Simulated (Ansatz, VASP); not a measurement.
# One calculation of Te, two programs

The input INCAR:

```
SYSTEM = Te
ALGO = Normal
EDIFF = 1E-7
ENCUT = 520
GGA = PE
ISIF = 2
ISMEAR = -1
LASPH = .True.
LCHARG = .True.
LELF = .True.
LREAL = .False.
LVHAR = .True.
LWAVE = .False.
NBANDS = 16
NELM = 80
PREC = Accurate
SIGMA = 0.02
```

Contents of KPOINTS:

```
k-points
0
Gamma
  7 7 5
  0 0 0
```

Contents of POSCAR:

```
Te
1.0
    4.6013525159      0.0000000000      0.0000000000
   -2.3006762580      3.9848881706      0.0000000000
    0.0000000000      0.0000000000      5.9000620010
Te
3
Direct
    0.2566971700      0.0000000000      0.3333333300
    0.0000000000      0.2566971700      0.6666666700
    0.7433028300      0.7433028300      0.0000000000
```

Input for Ansatz:

```yaml
crystal:
  lattice:
    - [4.6013525159, 0.0, 0.0]
    - [-2.300676258, 3.9848881706, 0.0]
    - [0.0, 0.0, 5.900062001]
  atoms:
    - { symbol: Te, position: [0.25669717, 0.0, 0.33333333] }
    - { symbol: Te, position: [0.0, 0.25669717, 0.66666667] }
    - { symbol: Te, position: [0.74330283, 0.74330283, 0.0] }
hamiltonian:
  xc: pbe
  pseudopotentials:
    kind: all_electron
    lapw: { basis_error: 0.0003, muffin_tin_radii: { Te: 1.328 } }
kpoints:
  mp_grid: { grid: [7, 7, 5] }
scf:
  occupations: { method: fermi_dirac, width: 0.02 }
  convergence: { dr2_threshold: 1.0e-09 }
output:
  eigenvalues: true
  forces: true
  stress: true
```

Alike in both runs: task single point; functional PBE; k mesh 7 × 7 × 5; occupations fermi-dirac, width 0.02 eV; no spin polarisation.

|  | VASP | Ansatz |
| --- | --- | --- |
| version | VASP 6.6.1 | Ansatz 0.2.0 |
| potentials or method | VASP PAW PBE potentials, release 64 (Te), cutoff 520 eV | all-electron LAPW, scalar-relativistic |

VASP gave:

```
gap on the k mesh at the Fermi level (eV)                     : 0.77
least direct gap on the mesh (eV)                             : 0.91
pressure (GPa)                                                : 0.6
traceless stress, the component that is largest in VASP (GPa) : 0.32
rms of the force components (eV/Å)                            : 0.125
```

Problem. Estimate Ansatz's values.

Solution. gap on the k mesh at the Fermi level (eV): 0.77; least direct gap on the mesh (eV): 0.93; pressure (GPa): 0.5; traceless stress, the component that is largest in VASP (GPa): 0.30; rms of the force components (eV/Å): 0.116.

Atom by atom the forces differ by 0.009 eV/Å (rms over components). Ansatz ran all-electron here, and VASP with PAW potentials.

Neither program's run includes spin-orbit coupling.
